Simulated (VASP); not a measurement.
The system is Ni.

```xyz
1
Lattice="2.0556 0.0000 0.0000 -1.0278 1.7802 0.0000 0.0000 0.0000 1.9667" Properties=species:S:1:pos:R:3 pbc="T T T"
Ni    0.0000    0.0000    0.0000
```

Base run:

```yaml
Program: VASP 6.6.1
Functional: LDA
Potentials_or_basis: VASP PAW LDA potentials, release 64 (Ni_sv_GW)
Cutoff: 590 eV
k_mesh: 21 × 21 × 20
Occupations: fermi-dirac, width 0.1 eV
Spin: collinear spin, ferromagnetic start
Starting_moments: "[1.0] μB"
```

Its results: band gap on the k mesh zero (filled and empty bands overlap); pressure 227.9 GPa; net moment 0.00 μB per cell.

Q: The run is repeated on the same cell with these changes: potentials or basis from VASP PAW LDA potentials, release 64 (Ni_sv_GW) to VASP PAW LDA potentials, release 64 (Ni); cutoff from 590 eV to 520 eV; further incar settings from ALGO = Normal; EDIFF = 1e-06; NBANDS = 19 to ALGO = Normal; EDIFF = 1e-07; NBANDS = 15; valence electrons from 18 to 10. What comes out?

A: Band gap on the k mesh zero (filled and empty bands overlap); pressure 228.8 GPa; net moment 0.00 μB per cell.
